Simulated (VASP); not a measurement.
# AlH2Cl in VASP: notebook

Runs on AlH2Cl. Level: PBE. Tasks: single point.

All numbers are computed with VASP 6.6.1; they aren't measurements. Logs are shortened: lines on timing, memory, paths and dates and some standing lists are left out, and cuts for length are marked.

**1. The cell of the first run**

The cell holds a sheet with vacuum, 8 atoms: a = 3.735 Å, b = 3.735 Å, c = 37.072 Å, α = 90.00°, β = 90.00°, γ = 85.28°.

**2. Single point, PBE**

File INCAR:

```
SYSTEM = AlH2Cl
  PREC = Accurate
  ENCUT = 520
  EDIFF = 1E-6
  ISMEAR = 0
  SIGMA = 0.1
  LREAL = .FALSE.
  LASPH = .TRUE.
  NELM = 60
  ALGO = Normal
  ISIF = 2
  LWAVE = .FALSE.
  LCHARG = .TRUE.
  LDIPOL = .TRUE.
  IDIPOL = 3
  DIPOL = 0.5 0.5 0.256
  GGA = PE
  LELF = .TRUE.
  LVHAR = .TRUE.
  LVACPOTAV = .TRUE.
  NBANDS = 22
```

File KPOINTS:

```
Automatic mesh
0
G
  10 10 1
  0 0 0
```

File POSCAR:

```
AlH2Cl
1.0
    3.7319520274      0.1537085794      0.0000000000
    0.1537085794      3.7319520274      0.0000000000
    0.0000000000      0.0000000000     37.0722675327
Al H Cl
2 4 2
Direct
    0.7500000000      0.7500000000      0.2562562431
    0.2500000000      0.2500000000      0.2562562431
    0.5742211065      0.0742211065      0.3629254560
    0.9257788935      0.4257788935      0.3629254560
    0.4257788935      0.9257788935      0.1495870302
    0.0742211065      0.5742211065      0.1495870302
    0.2500000000      0.7500000000      0.1789665482
    0.7500000000      0.2500000000      0.3335459380
```

Potentials or basis: VASP PAW PBE potentials, release 64 (Al, H, Cl).

Started as:

```
$ cat potpaw_PBE.64/Al/POTCAR potpaw_PBE.64/H/POTCAR potpaw_PBE.64/Cl/POTCAR > POTCAR
$ mpirun -np 1 vasp_std > vasp.out
```

OUTCAR:

```text
SYSTEM = AlH2Cl
   PREC = Accurate
   ENCUT = 520
   EDIFF = 1E-6
   ISMEAR = 0
   LREAL = .FALSE.
   LASPH = .TRUE.
   NELM = 60
   ISIF = 2
   GGA = PE

 ion  position               nearest neighbor table
   1  0.750  0.750  0.256-   2 2.53   2 2.53   2 2.75   2 2.75
   2  0.250  0.250  0.256-   1 2.53   1 2.53   1 2.75   1 2.75
   3  0.574  0.074  0.363-   8 1.46
   4  0.926  0.426  0.363-   8 1.46
   5  0.426  0.926  0.150-   7 1.46
   6  0.074  0.574  0.150-   7 1.46
   7  0.250  0.750  0.179-   5 1.46   6 1.46
   8  0.750  0.250  0.334-   3 1.46   4 1.46

  LATTYP: Found a base centered orthorhombic cell.
 ALAT       =     5.0604004136
 B/A-ratio  =     1.0859128685
 C/A-ratio  =     7.3259553597

  Lattice vectors:

 A1 = (  -0.1537085794,  -3.7319520274,   0.0000000000)
 A2 = (   3.7319520274,   0.1537085794,   0.0000000000)
 A3 = (   0.0000000000,   0.0000000000,  37.0722675327)

Analysis of symmetry for initial positions (statically):
=====================================================================
 Subroutine PRICEL returns:
 Original cell was already a primitive cell.

 Routine SETGRP: Setting up the symmetry group for a
 base centered orthorhombic supercell.

 Subroutine GETGRP returns: Found  8 space group operations
 (whereof  2 operations were pure point group operations)
 out of a pool of  8 trial point group operations.

The static configuration has the point symmetry C_1h.
 The point group associated with its full space group is D_2h.

Analysis of symmetry for dynamics (positions and initial velocities):
=====================================================================
 Subroutine PRICEL returns:
 Original cell was already a primitive cell.

 Routine SETGRP: Setting up the symmetry group for a
 base centered orthorhombic supercell.

 Subroutine GETGRP returns: Found  8 space group operations
 (whereof  2 operations were pure point group operations)
 out of a pool of  8 trial point group operations.

The dynamic configuration has the point symmetry C_1h.
 The point group associated with its full space group is D_2h.

 Subroutine INISYM returns: Found  8 space group operations
 (whereof  2 operations are pure point group operations),
 and found     1 'primitive' translations

----------------------------------------------------------------------------------------

                                     Primitive cell

  volume of cell :     515.4469

  direct lattice vectors                    reciprocal lattice vectors
     3.731952027  0.153708579  0.000000000     0.268411614 -0.011055117  0.000000000
     0.153708579  3.731952027  0.000000000    -0.011055117  0.268411614  0.000000000
     0.000000000  0.000000000 37.072267533     0.000000000  0.000000000  0.026974341

  length of vectors
     3.735116098  3.735116098 37.072267533     0.268639182  0.268639182  0.026974341

  position of ions in fractional coordinates (direct lattice)
     0.750000000  0.750000000  0.256256243
     0.250000000  0.250000000  0.256256243
     0.574221106  0.074221106  0.362925456
     0.925778894  0.425778894  0.362925456
     0.425778894  0.925778894  0.149587030
     0.074221106  0.574221106  0.149587030
     0.250000000  0.750000000  0.178966548
     0.750000000  0.250000000  0.333545938

  ion indices of the primitive-cell ions
   primitive index   ion index
                 1           1
                 2           2
                 3           3
                 4           4
                 5           5
                 6           6
                 7           7
                 8           8

----------------------------------------------------------------------------------------

 KPOINTS: Automatic mesh

Automatic generation of k-mesh.
 Grid dimensions read from file:
 generate k-points for:   10   10    1

 Generating k-lattice:

  Cartesian coordinates                     Fractional coordinates (reciprocal lattice)
     0.026841161 -0.001105512  0.000000000     0.100000000  0.000000000  0.000000000
    -0.001105512  0.026841161  0.000000000     0.000000000  0.100000000  0.000000000
     0.000000000  0.000000000  0.026974341     0.000000000  0.000000000  1.000000000

  Length of vectors
     0.026863918  0.026863918  0.026974341

  Shift w.r.t. Gamma in fractional coordinates (k-lattice)
     0.000000000  0.000000000  0.000000000

 Subroutine IBZKPT returns following result:
 ===========================================

 Found     31 irreducible k-points:

 Following reciprocal coordinates:
            Coordinates               Weight
  0.000000  0.000000  0.000000      1.000000
  0.100000  0.000000  0.000000      4.000000
  0.200000  0.000000  0.000000      4.000000
  0.300000  0.000000  0.000000      4.000000
  0.400000  0.000000  0.000000      4.000000
  0.500000  0.000000  0.000000      2.000000
[... 16 lines left out ...]
  0.300000  0.300000  0.000000      2.000000
  0.400000  0.300000  0.000000      4.000000
 [... further k-points ...]
   k-points           NKPTS =     31   k-points in BZ     NKDIM =     31   number of bands    NBANDS=     22
   number of dos      NEDOS =    301   number of ions     NIONS =      8
   total plane-waves  NPLWV = 219520
   dimension x,y,z NGX =    28 NGY =   28 NGZ =  280
   dimension x,y,z NGXF=    56 NGYF=   56 NGZF=  560
   ions per type =               2   4   2
   NGX,Y,Z   is equivalent  to a cutoff of  12.46, 12.46, 12.56 a.u.
   NGXF,Y,Z  is equivalent  to a cutoff of  24.92, 24.92, 25.11 a.u.
 SYSTEM =  AlH2Cl
   PREC   = accura    normal or accurate (medium, high low for compatibility)
   ISTART =      0    job   : 0-new  1-cont  2-samecut
   ICHARG =      2    charge: 1-file 2-atom 10-const
   ISPIN  =      1    spin polarized calculation?
   LNONCOLLINEAR =      F non collinear calculations
   LSORBIT =      F    spin-orbit coupling
   LASPH  =      T    aspherical Exc in radial PAW
   ENCUT  =  520.0 eV  38.22 Ry    6.18 a.u.   6.94  6.94 68.93*2*pi/ulx,y,z
   NELM   =     60;   NELMIN=  2; NELMDL= -5     # of ELM steps
   EDIFF  = 0.1E-05   stopping-criterion for ELM
   LREAL  =      F    real-space projection
   EDIFFG = 0.1E-04   stopping-criterion for IOM
   NSW    =      0    number of steps for IOM
   IBRION =     -1    ionic relax: 0-MD 1-quasi-New 2-CG
   NFREE  =      0    steps in history (QN), initial steepest desc. (CG)
   ISIF   =      2    stress and relaxation
   ISYM   =      2    0-nonsym 1-usesym 2-fastsym
   POTIM  = 0.5000    time-step for ionic-motion
   TEBEG  =    0.0;   TEEND  =   0.0 temperature during run
   PSTRESS=    0.0 pullay stress
   NELECT =      24.0000    total number of electrons
   NUPDOWN=      -1.0000    fix difference up-down
   EMIN   =  10.00;   EMAX   =-10.00  energy-range for DOS
   EFERMI =   0.00;   METHOD = LEGACY
   ISMEAR =     0;   SIGMA  =   0.10  broadening in eV -4-tet -1-fermi 0-gaus
   EFERMI_NEDOS =   21; number of points for ismear=-14 and -15
   IALGO  =     38    algorithm
   IMIX   =      4    mixing-type and parameters
     AMIX     =   0.40;   BMIX     =  1.00
     AMIX_MAG =   1.60;   BMIX_MAG =  1.00
  volume/ion in A,a.u.               =      64.43       434.80
  Fermi-wavevector in a.u.,A,eV,Ry     =   0.588957  1.112968  4.719465  0.346871
  Thomas-Fermi vector in A             =   1.636424
   LORBIT       =      0    0 simple, 1 ext, 2 COOP (PROOUT), +10 PAW based schemes
   GGA     = PE    functional components
   LHFCALC =     F    Hartree Fock is set to
   AEXX    =    0.0000 exact exchange contribution
   IVDW    =     0    specifies the selected vdW correction
   LEPSILON=     F    determine dielectric tensor
   LRPA    =     F    only Hartree local field effects (RPA)
 non-spin polarized calculation
 Gauss-broadening in eV      SIGMA  =   0.10
  energy-cutoff  :      520.00
  volume of cell :      515.45
 maximum number of plane-waves:     14060
   NGX = 13   NGY = 13   NGZ =137

 number of electron      23.9999993 magnetization

 dipolmoment           0.000000      0.000000     -0.000024 electrons x Angstroem

 Free energy of the ion-electron system (eV)
  ---------------------------------------------------
  ext. energy  EPLUGINS =         0.00000000
  ---------------------------------------------------
  free energy    TOTEN  =       -18.16337212 eV

  energy without entropy =      -18.14123661  energy(sigma->0) =      -18.15230436

 E-fermi :  -1.7642     XC(G=0):  -2.4874

 val. band max:       -1.7947007550   @ k =   0.3000   0.2000   0.0000
 cond. band min:      -1.7618854231   @ k =   0.3000   0.1000   0.0000
 fundamental gap:      0.0328153320
 Fermi energy:        -1.7641882700

 k-point     1 :       0.0000    0.0000    0.0000
  band No.  band energies     occupation
      1     -21.0576      2.00000
      2     -21.0558      2.00000
      3     -11.1145      2.00000
      4     -10.6919      2.00000
      5     -10.0099      2.00000
      6     -10.0087      2.00000
[... 14 lines left out ...]
     21       1.6742      0.00000
     22       2.0728      0.00000

 k-point     2 :       0.1000    0.0000    0.0000
  band No.  band energies     occupation
      1     -21.0441      2.00000
      2     -21.0423      2.00000
      3     -11.0617      2.00000
      4     -10.6684      2.00000
      5     -10.0729      2.00000
      6     -10.0681      2.00000
[... 14 lines left out ...]
     21       2.1540      0.00000
     22       2.2109      0.00000

 k-point     3 :       0.2000    0.0000    0.0000
  band No.  band energies     occupation
      1     -21.0081      2.00000
      2     -21.0066      2.00000
      3     -10.9186      2.00000
      4     -10.6070      2.00000
      5     -10.2409      2.00000
      6     -10.2254      2.00000
[... 14 lines left out ...]
     21       2.2912      0.00000
     22       2.5067      0.00000

 k-point     4 :       0.3000    0.0000    0.0000
  band No.  band energies     occupation
      1     -20.9627      2.00000
      2     -20.9616      2.00000
      3     -10.7312      2.00000
      4     -10.5451      2.00000
      5     -10.4506      2.00000
      6     -10.4156      2.00000
[... 14 lines left out ...]
     21       2.6545      0.00000
     22       3.0340      0.00000

 k-point     5 :       0.4000    0.0000    0.0000
  band No.  band energies     occupation
      1     -20.9252      2.00000
      2     -20.9246      2.00000
      3     -10.6258      2.00000
      4     -10.6227      2.00000
      5     -10.5621      2.00000
      6     -10.4520      2.00000
[... 417 lines left out ...]
 k-point    22 :      -0.2000    0.2000    0.0000
  band No.  band energies     occupation
      1     -20.9586      2.00000
      2     -20.9574      2.00000
      3     -10.7362      2.00000
      4     -10.5146      2.00000
      5     -10.3727      2.00000
      6     -10.3689      2.00000
[... 14 lines left out ...]
     21       2.7573      0.00000
     22       2.9752      0.00000

 k-point    23 :       0.3000    0.3000    0.0000
  band No.  band energies     occupation
      1     -20.8735      2.00000
      2     -20.8728      2.00000
      3     -10.7287      2.00000
      4     -10.7249      2.00000
      5     -10.4802      2.00000
      6     -10.3460      2.00000
[... 14 lines left out ...]
     21       3.1992      0.00000
     22       3.4913      0.00000

 k-point    24 :       0.4000    0.3000    0.0000
  band No.  band energies     occupation
      1     -20.8374      2.00000
      2     -20.8370      2.00000
      3     -10.8304      2.00000
      4     -10.8230      2.00000
      5     -10.3652      2.00000
      6     -10.2949      2.00000
[... 14 lines left out ...]
     21       3.6425      0.00000
     22       3.7958      0.00000

 [... further k-points ...]

------------------------ aborting loop because EDIFF is reached ----------------------------------------

  FORCE on cell =-STRESS in cart. coord.  units (eV):
  Direction    XX          YY          ZZ          XY          YZ          ZX
  --------------------------------------------------------------------------------------
  -------------------------------------------------------------------------------------
  Total        0.3789748      0.3789748     -0.5434181     -0.8461312     -0.0000000      0.0000000
  in kB        1.1779775      1.1779775     -1.6891212     -2.6300525     -0.0000000      0.0000000
  external PRESSURE =       0.2222779 kB  Pullay stress =       0.0000000 kB

 VOLUME and BASIS-vectors are now :
 -----------------------------------------------------------------------------
  energy-cutoff  :      520.00
  volume of cell :      515.45
      direct lattice vectors                 reciprocal lattice vectors
     3.731952027  0.153708579  0.000000000     0.268411614 -0.011055117  0.000000000
     0.153708579  3.731952027  0.000000000    -0.011055117  0.268411614  0.000000000
     0.000000000  0.000000000 37.072267533     0.000000000  0.000000000  0.026974341

 POSITION                                       TOTAL-FORCE (eV/Angst)
 -----------------------------------------------------------------------------------
      2.91425      2.91425      9.50000        -0.000000      0.000000      0.000000
      0.97142      0.97142      9.50000         0.000000     -0.000000      0.000000
      2.15437      0.36525     13.45447         0.032117      0.032117     -0.016619
      3.52041      1.73129     13.45447        -0.032117     -0.032117     -0.016619
      1.73129      3.52041      5.54553        -0.032117     -0.032117      0.016619
      0.36525      2.15437      5.54553         0.032117      0.032117      0.016619
      1.04827      2.83739      6.63470         0.000000      0.000000      0.038819
      2.83739      1.04827     12.36530        -0.000000      0.000000     -0.038819
 -----------------------------------------------------------------------------------
    total drift:                               -0.000000     -0.000000     -0.000201

  FREE ENERGIE OF THE ION-ELECTRON SYSTEM (eV)
  ---------------------------------------------------
  free  energy   TOTEN  =       -18.1633721180 eV

  energy  without entropy=      -18.1412366073  energy(sigma->0) =      -18.15230436

 vacuum level on the upper side and lower side of the slab         1.714         1.714
```

Wall time 15 min (1 thread of AMD EPYC 7R13, shared host); peak memory 0.65 GiB.

What came out:

```yaml
Free_energy: -18.1634 eV
Largest_force: 0.048 eV/Å
Band_gap_on_the_k_mesh: zero (band 12 reaches -1.41 eV, above the bottom of band 13 at -2.25 eV)
```

Forces in eV/Å, atoms in the order of the input:
```
Al   0.000  0.000  0.000
Al   0.000  0.000  0.000
H    0.032  0.032 -0.017
H   -0.032 -0.032 -0.017
H   -0.032 -0.032  0.017
H    0.032  0.032  0.017
Cl   0.000  0.000  0.039
Cl   0.000  0.000 -0.039
```

**3. Single point, PBE**

This run uses another cell than the first one, of 69.81 Å³/atom, 1.083 times its volume.

File INCAR:

```
ALGO = Normal
DIPOL = 0.5 0.5 0.240
EDIFF = 1E-6
ENCUT = 520
GGA = PE
IDIPOL = 3
ISIF = 2
ISMEAR = 0
LASPH = T
LCHARG = F
LDIPOL = T
LREAL = F
LWAVE = F
NBANDS = 22
NELM = 100
PREC = Accurate
SIGMA = 0.1
```

File KPOINTS:

```
k-points
0
Gamma
  10 10 1
```

File POSCAR:

```
AlH2Cl
1.0
    3.7560450823      0.1090079062      0.0000000000
    0.1090079062      3.7560450823      0.0000000000
    0.0000000000      0.0000000000     39.6178783925
Al H Cl
2 4 2
Direct
    0.7500000000      0.7500000000      0.2397907305
    0.2500000000      0.2500000000      0.2397907305
    0.5741618393      0.0741618393      0.3371793213
    0.9258381607      0.4258381607      0.3371793213
    0.4258381607      0.9258381607      0.1424021397
    0.0741618393      0.5741618393      0.1424021397
    0.2500000000      0.7500000000      0.1700428827
    0.7500000000      0.2500000000      0.3095385783
```

Potentials or basis: VASP PAW PBE potentials, release 64 (Al, H, Cl).

Started as:

```
$ cat potpaw_PBE.64/Al/POTCAR potpaw_PBE.64/H/POTCAR potpaw_PBE.64/Cl/POTCAR > POTCAR
$ mpirun -np 1 vasp_std > vasp.out
```

Wall time 16 min (1 thread of AMD EPYC 7R13, shared host); peak memory 0.71 GiB.

It converged, with:

```
Free energy            : -18.1838 eV
Largest force          : 0.057 eV/Å
Band gap on the k mesh : zero (band 12 reaches -1.57 eV, above the bottom of band 13 at -2.37 eV)
```

Forces on the atoms (eV/Å):
```
Al   0.000  0.000  0.000
Al   0.000  0.000  0.000
H    0.011  0.011 -0.020
H   -0.011 -0.011 -0.020
H   -0.011 -0.011  0.020
H    0.011  0.011  0.020
Cl   0.000  0.000 -0.057
Cl   0.000  0.000  0.057
```

Levels at points of the mesh, in eV from the Fermi level:
| k point | band 10 | band 11 | band 12 | band 13 | band 14 | band 15 |
| --- | --- | --- | --- | --- | --- | --- |
| (0.00, 0.00, 0.00) | -1.66 | -0.16 | 0.32 | 0.83 | 1.30 | 1.42 |
| (0.50, 0.00, 0.00) | -5.10 | -0.24 | -0.24 | 0.90 | 0.90 | 2.41 |
| (0.50, 0.50, 0.00) | -2.80 | -2.69 | -2.43 | -0.48 | 0.39 | 1.17 |
